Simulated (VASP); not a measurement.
# NbTe (P-6m2) in VASP: further runs

NbTe is run at these levels: r2SCAN; tasks: single point.

All numbers are computed with VASP 6.6.1; they aren't measurements. Logs are shortened: lines on timing, memory, paths and dates and some standing lists are left out, and cuts for length are marked.

### 1 The cell of the first run

Symmetry: P-6m2, No. 187, hexagonal system. The conventional cell has a = 3.653 Å, b = 3.653 Å, c = 3.644 Å, α = 90.00°, β = 90.00°, γ = 120.00°. Within 3.7 Å of Te (site symmetry -6m2) lie 6 Nb at 2.79 Å and 8 Te at 3.64 to 3.65 Å. Nb (site symmetry -6m2) has 6 Te at 2.79 Å and 8 Nb at 3.64 to 3.65 Å within 3.7 Å.

### 2 Single point, r2SCAN

File POSCAR:

```
NbTe
1.0
    3.6529280573      0.0000000000      0.0000000000
   -1.8264640286      3.1635284958      0.0000000000
    0.0000000000      0.0000000000      3.6442831093
Te Nb
1 1
Direct
    0.6666666667      0.3333333333      0.0000000000
    0.0000000000      0.0000000000      0.5000000000
```

File INCAR.step1:

```
ALGO = Normal
EDIFF = 1E-4
ENCUT = 520
GGA = PE
ISMEAR = -1
LASPH = True
LCHARG = False
LREAL = False
LWAVE = True
NBANDS = 16
NELM = 60
PREC = Accurate
SIGMA = 0.05
```

File INCAR.step2:

```
ALGO = Normal
EDIFF = 1E-6
ENCUT = 520
ISIF = 2
ISMEAR = -1
ISTART = 1
LASPH = True
LCHARG = True
LELF = True
LMIXTAU = True
LREAL = False
LVHAR = True
LWAVE = False
METAGGA = R2SCAN
NBANDS = 16
NELM = 60
PREC = Accurate
SIGMA = 0.05
```

File KPOINTS:

```
k-points
0
Gamma
  8 8 7
```

Potentials or basis: VASP PAW PBE potentials, release 64 (Te, Nb_sv).

Started as:

```bash
cat potpaw_PBE.64/Te/POTCAR potpaw_PBE.64/Nb_sv/POTCAR > POTCAR
cp INCAR.step1 INCAR
mpirun -np 1 vasp_std > vasp.out
cp INCAR.step2 INCAR
mpirun -np 1 vasp_std > vasp.out
```

OUTCAR:

```text
EDIFF = 1E-6
   ENCUT = 520
   ISIF = 2
   ISMEAR = -1
   ISTART = 1
   LASPH = True
   LREAL = False
   METAGGA = R2SCAN
   NELM = 60
   PREC = Accurate

 ion  position               nearest neighbor table
   1  0.667  0.333  0.000-   2 2.79   2 2.79   2 2.79   2 2.79   2 2.79   2 2.79
   2  0.000  0.000  0.500-   1 2.79   1 2.79   1 2.79   1 2.79   1 2.79   1 2.79

  LATTYP: Found a hexagonal cell.
 ALAT       =     3.6529280573
 C/A-ratio  =     0.9976334196

  Lattice vectors:

 A1 = (   3.6529280573,   0.0000000000,   0.0000000000)
 A2 = (  -1.8264640286,   3.1635284958,   0.0000000000)
 A3 = (   0.0000000000,   0.0000000000,   3.6442831093)

Analysis of symmetry for initial positions (statically):
=====================================================================
 Subroutine PRICEL returns:
 Original cell was already a primitive cell.

 Routine SETGRP: Setting up the symmetry group for a
 hexagonal supercell.

 Subroutine GETGRP returns: Found 12 space group operations
 (whereof 12 operations were pure point group operations)
 out of a pool of 24 trial point group operations.

The static configuration has the point symmetry D_3h.

Analysis of symmetry for dynamics (positions and initial velocities):
=====================================================================
 Subroutine PRICEL returns:
 Original cell was already a primitive cell.

 Routine SETGRP: Setting up the symmetry group for a
 hexagonal supercell.

 Subroutine GETGRP returns: Found 12 space group operations
 (whereof 12 operations were pure point group operations)
 out of a pool of 24 trial point group operations.

The dynamic configuration has the point symmetry D_3h.

 Subroutine INISYM returns: Found 12 space group operations
 (whereof 12 operations are pure point group operations),
 and found     1 'primitive' translations

----------------------------------------------------------------------------------------

                                     Primitive cell

  volume of cell :      42.1139

  direct lattice vectors                    reciprocal lattice vectors
     3.652928057  0.000000000  0.000000000     0.273752996  0.158051366  0.000000000
    -1.826464029  3.163528496  0.000000000     0.000000000  0.316102732  0.000000000
     0.000000000  0.000000000  3.644283109     0.000000000  0.000000000  0.274402391

  length of vectors
     3.652928057  3.652928057  3.644283109     0.316102732  0.316102732  0.274402391

  position of ions in fractional coordinates (direct lattice)
     0.666666667  0.333333333  0.000000000
     0.000000000  0.000000000  0.500000000

  ion indices of the primitive-cell ions
   primitive index   ion index
                 1           1
                 2           2

----------------------------------------------------------------------------------------

 KPOINTS: k-points

Automatic generation of k-mesh.
 Grid dimensions read from file:
 generate k-points for:    8    8    7

 Generating k-lattice:

  Cartesian coordinates                     Fractional coordinates (reciprocal lattice)
     0.034219125  0.019756421  0.000000000     0.125000000  0.000000000  0.000000000
     0.000000000  0.039512841  0.000000000     0.000000000  0.125000000  0.000000000
     0.000000000  0.000000000  0.039200342     0.000000000  0.000000000  0.142857143

  Length of vectors
     0.039512841  0.039512841  0.039200342

  Shift w.r.t. Gamma in fractional coordinates (k-lattice)
     0.000000000  0.000000000  0.000000000

 Subroutine IBZKPT returns following result:
 ===========================================

 Found     40 irreducible k-points:

 Following reciprocal coordinates:
            Coordinates               Weight
  0.000000  0.000000  0.000000      1.000000
  0.125000 -0.000000  0.000000      6.000000
  0.250000 -0.000000  0.000000      6.000000
  0.375000 -0.000000  0.000000      6.000000
  0.500000 -0.000000  0.000000      3.000000
  0.125000  0.125000  0.000000      6.000000
[... 16 lines left out ...]
  0.250000 -0.000000  0.285714     12.000000
  0.375000 -0.000000  0.285714     12.000000
 [... further k-points ...]
   k-points           NKPTS =     40   k-points in BZ     NKDIM =     40   number of bands    NBANDS=     16
   number of dos      NEDOS =    301   number of ions     NIONS =      2
   total plane-waves  NPLWV =  21952
   dimension x,y,z NGX =    28 NGY =   28 NGZ =   28
   dimension x,y,z NGXF=    56 NGYF=   56 NGZF=   56
   ions per type =               1   1
   NGX,Y,Z   is equivalent  to a cutoff of  12.74, 12.74, 12.77 a.u.
   NGXF,Y,Z  is equivalent  to a cutoff of  25.49, 25.49, 25.55 a.u.
 SYSTEM =  unknown system
   PREC   = accura    normal or accurate (medium, high low for compatibility)
   ISTART =      1    job   : 0-new  1-cont  2-samecut
   ICHARG =      0    charge: 1-file 2-atom 10-const
   ISPIN  =      1    spin polarized calculation?
   LNONCOLLINEAR =      F non collinear calculations
   LSORBIT =      F    spin-orbit coupling
   LASPH  =      T    aspherical Exc in radial PAW
   ENCUT  =  520.0 eV  38.22 Ry    6.18 a.u.   6.79  6.79  6.78*2*pi/ulx,y,z
   NELM   =     60;   NELMIN=  2; NELMDL=  0     # of ELM steps
   EDIFF  = 0.1E-05   stopping-criterion for ELM
   LREAL  =      F    real-space projection
   EDIFFG = 0.1E-04   stopping-criterion for IOM
   NSW    =      0    number of steps for IOM
   IBRION =     -1    ionic relax: 0-MD 1-quasi-New 2-CG
   NFREE  =      0    steps in history (QN), initial steepest desc. (CG)
   ISIF   =      2    stress and relaxation
   ISYM   =      2    0-nonsym 1-usesym 2-fastsym
   POTIM  = 0.5000    time-step for ionic-motion
   TEBEG  =    0.0;   TEEND  =   0.0 temperature during run
   PSTRESS=    0.0 pullay stress
   NELECT =      19.0000    total number of electrons
   NUPDOWN=      -1.0000    fix difference up-down
   EMIN   =  10.00;   EMAX   =-10.00  energy-range for DOS
   EFERMI =   0.00;   METHOD = LEGACY
   ISMEAR =    -1;   SIGMA  =   0.05  broadening in eV -4-tet -1-fermi 0-gaus
   EFERMI_NEDOS =   21; number of points for ismear=-14 and -15
   IALGO  =     38    algorithm
   IMIX   =      4    mixing-type and parameters
     AMIX     =   0.40;   BMIX     =  1.00
     AMIX_MAG =   1.60;   BMIX_MAG =  1.00
  volume/ion in A,a.u.               =      21.06       142.10
  Fermi-wavevector in a.u.,A,eV,Ry     =   1.255599  2.372738 21.449985  1.576529
  Thomas-Fermi vector in A             =   2.389348
   LORBIT       =      0    0 simple, 1 ext, 2 COOP (PROOUT), +10 PAW based schemes
   METAGGA = R2SCAN    functional components
   LHFCALC =     F    Hartree Fock is set to
   AEXX    =    0.0000 exact exchange contribution
   IVDW    =     0    specifies the selected vdW correction
   LEPSILON=     F    determine dielectric tensor
   LRPA    =     F    only Hartree local field effects (RPA)
 non-spin polarized calculation
  energy-cutoff  :      520.00
  volume of cell :       42.11
 maximum number of plane-waves:      1147
 NGX is ok and might be reduce to    28
   NGX = 13   NGY = 13   NGZ = 13

 number of electron      19.0000000 magnetization

 Free energy of the ion-electron system (eV)
  ---------------------------------------------------
  ext. energy  EPLUGINS =         0.00000000
  ---------------------------------------------------
  free energy    TOTEN  =       -50.65869691 eV

  energy without entropy =      -50.64877199  energy(sigma->0) =      -50.65373445

 E-fermi :  11.7087     XC(G=0): -12.2223

 val. band max:       11.6228544330   @ k =   0.2500  -0.0000   0.0000
 cond. band min:      11.7505316504   @ k =   0.2500   0.1250   0.2857
 fundamental gap:      0.1276772174
 Fermi energy:        11.7086580892

 k-point     1 :       0.0000    0.0000    0.0000
  band No.  band energies     occupation
      1     -45.7439      2.00000
      2     -21.2609      2.00000
      3     -21.0500      2.00000
      4     -21.0500      2.00000
      5      -3.4993      2.00000
      6       8.1870      2.00000
[... 8 lines left out ...]
     15      18.1960      0.00000
     16      19.1624      0.00000

 k-point     2 :       0.1250   -0.0000    0.0000
  band No.  band energies     occupation
      1     -45.7420      2.00000
      2     -21.2565      2.00000
      3     -21.0758      2.00000
      4     -21.0560      2.00000
      5      -3.2868      2.00000
      6       7.3651      2.00000
[... 8 lines left out ...]
     15      18.0284      0.00000
     16      19.9995      0.00000

 k-point     3 :       0.2500   -0.0000    0.0000
  band No.  band energies     occupation
      1     -45.7377      2.00000
      2     -21.2458      2.00000
      3     -21.1376      2.00000
      4     -21.0705      2.00000
      5      -2.7072      2.00000
      6       5.8854      2.00000
[... 8 lines left out ...]
     15      19.1908      0.00000
     16      20.7212      0.00000

 k-point     4 :       0.3750   -0.0000    0.0000
  band No.  band energies     occupation
      1     -45.7333      2.00000
      2     -21.2352      2.00000
      3     -21.1985      2.00000
      4     -21.0850      2.00000
      5      -1.9763      2.00000
      6       4.4813      2.00000
[... 8 lines left out ...]
     15      18.6862      0.00000
     16      20.9947      0.00000
[... 324 lines left out ...]
 k-point    22 :       0.1250   -0.0000    0.2857
  band No.  band energies     occupation
      1     -45.7377      2.00000
      2     -21.3448      2.00000
      3     -21.0663      2.00000
      4     -21.0475      2.00000
      5      -2.5175      2.00000
      6       5.1835      2.00000
[... 8 lines left out ...]
     15      18.8401      0.00000
     16      20.3111      0.00000

 k-point    23 :       0.2500   -0.0000    0.2857
  band No.  band energies     occupation
      1     -45.7333      2.00000
      2     -21.3296      2.00000
      3     -21.1245      2.00000
      4     -21.0606      2.00000
      5      -2.1044      2.00000
      6       5.4251      2.00000
[... 8 lines left out ...]
     15      19.1329      0.00000
     16      20.7666      0.00000

 k-point    24 :       0.3750   -0.0000    0.2857
  band No.  band energies     occupation
      1     -45.7290      2.00000
      2     -21.3143      2.00000
      3     -21.1820      2.00000
      4     -21.0736      2.00000
      5      -1.6064      2.00000
      6       4.8860      2.00000
[... 8 lines left out ...]
     15      18.5293      0.00000
     16      20.9719      0.00000

 [... further k-points ...]
[... 5 lines left out ...]
  --------------------------------------------------------------------------------------
  -------------------------------------------------------------------------------------
  Total        0.8863106      0.8863106      1.2053539      0.0000000     -0.0000000      0.0000000
  in kB       33.7187557     33.7187557     45.8564245      0.0000000     -0.0000000      0.0000000
  external PRESSURE =      37.7646453 kB  Pullay stress =       0.0000000 kB

 VOLUME and BASIS-vectors are now :
 -----------------------------------------------------------------------------
  energy-cutoff  :      520.00
  volume of cell :       42.11
      direct lattice vectors                 reciprocal lattice vectors
     3.652928057  0.000000000  0.000000000     0.273752996  0.158051366  0.000000000
    -1.826464029  3.163528496  0.000000000     0.000000000  0.316102732  0.000000000
     0.000000000  0.000000000  3.644283109     0.000000000  0.000000000  0.274402391

 POSITION                                       TOTAL-FORCE (eV/Angst)
 -----------------------------------------------------------------------------------
      1.82646      1.05451      0.00000        -0.000000      0.000000      0.000000
      0.00000      0.00000      1.82214         0.000000      0.000000      0.000000
 -----------------------------------------------------------------------------------
    total drift:                               -0.000000      0.000000     -0.000000

  FREE ENERGIE OF THE ION-ELECTRON SYSTEM (eV)
  ---------------------------------------------------
  free  energy   TOTEN  =       -50.6586969134 eV

  energy  without entropy=      -50.6487719948  energy(sigma->0) =      -50.65373445
```

Wall time 42 s (1 thread of Intel Xeon 6975P-C (Granite Rapids), shared host); peak memory 0.18 GiB.

What came out:

```
Free energy : -50.6587 eV
Pressure    : 3.8 GPa
```

Stress tensor (GPa, compression positive):
```
3.37 0.00 0.00
0.00 3.37 0.00
0.00 0.00 4.59
```

Levels at points of the mesh, in eV from the Fermi level:
| k point | band 6 | band 7 | band 8 | band 9 | band 10 | band 11 | band 12 | band 13 | band 14 | band 15 |
| --- | --- | --- | --- | --- | --- | --- | --- | --- | --- | --- |
| (0.00, 0.00, 0.00) | -3.52 | -3.52 | -3.28 | -2.59 | 0.10 | 0.10 | 2.70 | 2.70 | 3.54 | 6.49 |
| (0.50, 0.00, 0.00) | -7.85 | -4.28 | -2.91 | -2.90 | -0.26 | 1.37 | 1.73 | 3.29 | 4.31 | 6.23 |

Caveat: the PAW data sets were made with another functional, which shifts forces and pressure a little; spin-orbit coupling is left out, which moves the levels of the heavy elements.

### 3 Single point, r2SCAN

This run uses another cell than the first one, of 21.50 Å³/atom, 1.021 times its volume.

File POSCAR:

```
NbTe
1.0
    3.6781214607      0.0000000000      0.0000000000
   -1.8390607303      3.1853466232      0.0000000000
    0.0000000000      0.0000000000      3.6694168905
Te Nb
1 1
Direct
    0.6666666667      0.3333333333      0.0000000000
    0.0000000000      0.0000000000      0.5000000000
```

File INCAR.step1:

```
PREC     = Accurate       # precision mode
ENCUT    = 520            # plane-wave cutoff, eV
ISMEAR   = -1             # smearing method
SIGMA    = 0.05           # smearing width, eV
LREAL    = False          # projectors in reciprocal space
LASPH    = True           # aspherical terms in the spheres
NELM     = 60             # most SCF steps
NBANDS   = 16             # bands
GGA      = PE             # functional
ALGO     = Normal         # electronic algorithm
EDIFF    = 1E-4           # SCF threshold, eV
LWAVE    = True           # write WAVECAR
LCHARG   = False          # write CHGCAR
```

File INCAR.step2:

```
PREC     = Accurate       # precision mode
ENCUT    = 520            # plane-wave cutoff, eV
EDIFF    = 1E-6           # SCF threshold, eV
ISMEAR   = -1             # smearing method
SIGMA    = 0.05           # smearing width, eV
LREAL    = False          # projectors in reciprocal space
LASPH    = True           # aspherical terms in the spheres
NELM     = 60             # most SCF steps
ALGO     = Normal         # electronic algorithm
ISIF     = 2              # what is computed and relaxed
LWAVE    = False          # write WAVECAR
LCHARG   = False          # write CHGCAR
METAGGA  = R2SCAN         # meta-GGA
LMIXTAU  = True         
NBANDS   = 16             # bands
ISTART   = 1
```

File KPOINTS:

```
regular mesh
0
Gamma
  8 8 7
```

Potentials or basis: VASP PAW PBE potentials, release 64 (Te, Nb_sv).

Started as:

```bash
cat potpaw_PBE.64/Te/POTCAR potpaw_PBE.64/Nb_sv/POTCAR > POTCAR
cp INCAR.step1 INCAR
mpirun -np 1 vasp_std > vasp.out
cp INCAR.step2 INCAR
mpirun -np 1 vasp_std > vasp.out
```

OUTCAR:

```text
PREC = Accurate
   ENCUT = 520
   EDIFF = 1E-6
   ISMEAR = -1
   LREAL = False
   LASPH = True
   NELM = 60
   ISIF = 2
   METAGGA = R2SCAN
   ISTART = 1

 ion  position               nearest neighbor table
   1  0.667  0.333  0.000-   2 2.81   2 2.81   2 2.81   2 2.81   2 2.81   2 2.81
   2  0.000  0.000  0.500-   1 2.81   1 2.81   1 2.81   1 2.81   1 2.81   1 2.81

  LATTYP: Found a hexagonal cell.
 ALAT       =     3.6781214607
 C/A-ratio  =     0.9976334196

[... 192 lines left out ...]
      4     -21.3846      2.00000
      5      -3.6669      2.00000
      6       7.9362      2.00000
[... 433 lines left out ...]
      3     -21.5054      2.00000
      4     -21.4064      2.00000
      5      -1.8367      2.00000
      6       4.6906      2.00000
[... 8 lines left out ...]
     15      18.1050      0.00000
     16      20.5262      0.00000

 [... further k-points ...]
[... 5 lines left out ...]
  --------------------------------------------------------------------------------------
  -------------------------------------------------------------------------------------
  Total        0.2082168      0.2082168      0.3276247      0.0000000      0.0000000     -0.0000000
  in kB        7.7597301      7.7597301     12.2097691      0.0000000      0.0000000     -0.0000000
  external PRESSURE =       9.2430765 kB  Pullay stress =       0.0000000 kB

 VOLUME and BASIS-vectors are now :
 -----------------------------------------------------------------------------
  energy-cutoff  :      520.00
  volume of cell :       42.99
      direct lattice vectors                 reciprocal lattice vectors
     3.678121461  0.000000000  0.000000000     0.271877917  0.156968788  0.000000000
    -1.839060730  3.185346623  0.000000000     0.000000000  0.313937577  0.000000000
     0.000000000  0.000000000  3.669416890     0.000000000  0.000000000  0.272522864

 POSITION                                       TOTAL-FORCE (eV/Angst)
 -----------------------------------------------------------------------------------
      1.83906      1.06178      0.00000        -0.000000      0.000000      0.000000
      0.00000      0.00000      1.83471         0.000000      0.000000      0.000000
 -----------------------------------------------------------------------------------
    total drift:                               -0.000000      0.000000     -0.000000

  FREE ENERGIE OF THE ION-ELECTRON SYSTEM (eV)
  ---------------------------------------------------
  free  energy   TOTEN  =       -50.6716124283 eV

  energy  without entropy=      -50.6613058820  energy(sigma->0) =      -50.66645916
```

It took 46 s on 1 thread of Intel Xeon 6975P-C (Granite Rapids), shared host; peak memory 0.18 GiB.

What came out:

* Free energy: -50.6716 eV
* Pressure: 0.9 GPa

Levels at points of the mesh, in eV from the Fermi level:
```
           k point  band 7  band 8  band 9  band 10  band 11  band 12  band 13  band 14
(0.00, 0.00, 0.00)   -3.46   -3.18   -2.60     0.10     0.10     2.61     2.61     3.41
(0.50, 0.00, 0.00)   -4.21   -2.89   -2.82    -0.25     1.34     1.67     3.21     4.22
```

Caveat: the PAW data sets were made with another functional, which shifts forces and pressure a little; spin-orbit coupling is left out, which moves the levels of the heavy elements.

[end of part 1 of 2]
